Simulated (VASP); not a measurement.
Set up this calculation in VASP 6.6.1, as the native input.

```
Task                   : relaxation of cell and atoms
Functional             : PBE
Potentials or basis    : VASP PAW PBE potentials, release 64 (Sc_sv, Ga_d, As)
Cutoff                 : 600 eV
k mesh                 : 6 × 6 × 4
Occupations            : gaussian, width 0.1 eV
Spin                   : no spin polarisation
Dipole correction      : no
Further INCAR settings : ALGO = Fast; EDIFF = 1e-07; IBRION = 2; EDIFFG = -0.04; NSW = 90; ISIF = 3
```

The structure of ScGa3As2 lies in POSCAR:

```
ScGa3As2
1.0
    3.9051153500      0.0000000000      0.0000000000
   -1.9525576800      3.3819291000      0.0000000000
    0.0000000000      0.0000000000      6.6757401900
Sc Ga As
1 3 2
Direct
    0.0000000000      0.0000000000      0.5000000000
    0.3333333300      0.6666666700      0.5000000000
    0.6666666700      0.3333333300      0.5000000000
    0.0000000000      0.0000000000      0.0000000000
    0.3333333300      0.6666666700      0.0000000000
    0.6666666700      0.3333333300      0.0000000000
```

The cell was generated, and may not be a known phase.

The input as run:

INCAR

```
SYSTEM = ScGa3As2
PREC     = Accurate       ! precision mode
ENCUT    = 600            ! plane-wave cutoff, eV
EDIFF    = 1E-7           ! SCF threshold, eV
ISMEAR   = 0              ! smearing method
SIGMA    = 0.1            ! smearing width, eV
LREAL    = .FALSE.        ! projectors in reciprocal space
LASPH    = .TRUE.         ! aspherical terms in the spheres
NELM     = 60             ! most SCF steps
ALGO     = Fast           ! electronic algorithm
ISIF     = 3              ! what is computed and relaxed
LWAVE    = .FALSE.        ! write WAVECAR
LCHARG   = .FALSE.        ! write CHGCAR
GGA      = PE             ! functional
IBRION   = 2              ! ionic algorithm
NSW      = 90             ! ionic steps
EDIFFG   = -0.04          ! ionic threshold
```

KPOINTS

```
Automatic mesh
0
G
  6 6 4
  0 0 0
```

Potentials or basis: VASP PAW PBE potentials, release 64 (Sc_sv, Ga_d, As).

Launch:

```console
$ cat potpaw_PBE.64/Sc_sv/POTCAR potpaw_PBE.64/Ga_d/POTCAR potpaw_PBE.64/As/POTCAR > POTCAR
$ mpirun -np 1 vasp_std > vasp.out
```

Results of the run:

```yaml
Relaxed_volume: 20.34 Å³/atom
Relaxed_cell: a = 5.002 Å, b = 5.002 Å, c = 5.633 Å, α = 90.00°, β = 90.00°, γ = 120.00°
Space_group_after_relaxing_to_0.1_Å: P6/mmm (No. 191)
Pressure_after_relaxing: -0.2 GPa
Band_gap_on_the_k_mesh: zero (bands 30 and 31 overlap by 2.34 eV)
```

Caveat: the volume moved by over 15 % at a fixed basis, so the end points are rough.

Wall time 42 min on 1 thread of Intel(R) Xeon(R) Platinum 8488C (Sapphire Rapids), on a shared host, peak memory 0.29 GiB.
